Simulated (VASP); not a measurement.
Write the native input for VASP 6.6.1 that does the following.

| Item | Value |
| --- | --- |
| Task | single point |
| Functional | PBEsol |
| Potentials or basis | VASP PAW PBE potentials, release 64 (Al) |
| Cutoff | 520 eV |
| k mesh | 18 × 18 × 14 |
| Occupations | gaussian, width 0.1 eV |
| Spin | no spin polarisation |
| Dipole correction | no |
| Further INCAR settings | ALGO = Fast; EDIFF = 1e-06; NBANDS = 10 |

The structure of Al lies in POSCAR:

```
Al
1.0
    2.0476422355      2.0476422355      0.0000000000
   -2.0476422355      2.0476422355      0.0000000000
    0.0000000000      0.0000000000      3.8346999332
Al
2
Direct
    0.0000000000      0.0000000000      0.0000000000
    0.5000000000      0.5000000000      0.5000000000
```

This cell differs from its parent crystal: uniaxial strain along c: -4.5 %, then relaxed in part.

The input as run:

INCAR

```
  PREC = Accurate
  ENCUT = 520
  EDIFF = 1E-6
  ISMEAR = 0
  SIGMA = 0.1
  LREAL = F
  LASPH = T
  NELM = 100
  ALGO = Fast
  ISIF = 2
  LWAVE = F
  LCHARG = T
  GGA = PS
  LELF = T
  LVHAR = T
  NBANDS = 10
```

KPOINTS

```
regular mesh
0
Gamma
  18 18 14
```

Potentials or basis: VASP PAW PBE potentials, release 64 (Al).

Command:

```console
$ cat potpaw_PBE.64/Al/POTCAR > POTCAR
$ mpirun -np 1 vasp_std > vasp.out
```

Results of the run:

```json
{
 "Pressure": "0.9 GPa",
 "Band gap on the k mesh": "zero (band 3 reaches 15.26 eV, above the bottom of band 4 at 3.83 eV)"
}
```

Caveat: the cell differs from its parent crystal (uniaxial strain along c: -4.5 %, then relaxed in part); the PAW data sets were made with another functional, which shifts forces and pressure a little.

Run time: 32 s on 1 thread of Intel(R) Xeon(R) 6975P-C (Granite Rapids), with other jobs on the host, peak memory 0.22 GiB.
